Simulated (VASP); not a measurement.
# Zr11Ni5: single point with PBE

Zr11Ni5:

```
Zr Ni
1.0
     6.87605    0.06481    0.14888
     0.06481    7.02186   -0.16731
     0.14888   -0.16731    6.92654
Zr Ni
11 5
Direct
  0.25346 0.08776 0.94930
  0.59750 0.83457 0.23651
  0.02807 0.37643 0.68854
  0.85773 0.14238 0.14799
  0.33525 0.15222 0.41546
  0.01918 0.50916 0.25872
  0.96099 0.91292 0.58568
  0.36434 0.58460 0.97632
  0.64899 0.46489 0.55989
  0.77908 0.66359 0.95299
  0.56353 0.95297 0.65411
  0.70176 0.24223 0.79202
  0.19569 0.76417 0.78850
  0.15550 0.85253 0.23765
  0.29859 0.56247 0.44987
  0.62812 0.42560 0.13813
```

```
Program                : VASP 6.6.1
Task                   : single point
Functional             : PBE
Potentials or basis    : VASP PAW PBE potentials, release 64 (Zr_sv, Ni)
Cutoff                 : 520 eV
k mesh                 : 1 × 1 × 1, shifted
Occupations            : fermi-dirac, width 0.1801 eV
Spin                   : no spin polarisation
Dipole correction      : no
Further INCAR settings : LREAL = Auto; ALGO = Normal; EDIFF = 1e-06; NBANDS = 105; ISYM = 0
```

| Property | Result |
| --- | --- |
| Pressure | -0.6 GPa |
| Largest force | 3.667 eV/Å |
| Band gap on the k mesh | 0.13 eV |

Forces in eV/Å, atoms in the order of the input:
```
Zr   0.858  0.907  0.339
Zr  -0.719  0.196  1.706
Zr   1.182  0.240  0.414
Zr   0.239 -0.532  0.176
Zr  -1.364  1.024 -1.046
Zr   0.037 -0.297  0.235
Zr   0.438 -0.312 -0.351
Zr  -0.470 -1.800  0.256
Zr  -0.917  1.081 -1.599
Zr   2.492  0.985 -2.504
Zr  -0.616 -2.006  0.358
Ni   0.049 -0.031  2.075
Ni  -1.011  0.364 -1.534
Ni  -0.169  0.630 -0.512
Ni   0.586  0.813  0.372
Ni  -0.615 -1.264  1.616
```

Stress tensor (GPa, compression positive):
```
 2.51 -1.47  2.53
-1.47 -1.95 -1.38
 2.53 -1.38 -2.23
```

Levels at points of the mesh, in eV from the valence-band top:
```
           k point  band 87  band 88  band 89  band 90  band 91  band 92  band 93  band 94  band 95  band 96
(0.25, 0.25, 0.25)    -0.40    -0.35    -0.22    -0.11     0.00     0.13     0.27     0.39     0.47     0.57
```

Wall time 2.7 min on 1 thread of Intel(R) Xeon(R) 6975P-C (Granite Rapids), with other jobs on the host, peak memory 0.37 GiB.

Caveat: the k points lie up to 0.91 Å⁻¹ apart. Spin polarisation is off, so any magnetic state and its effect on volume and gap are missing.
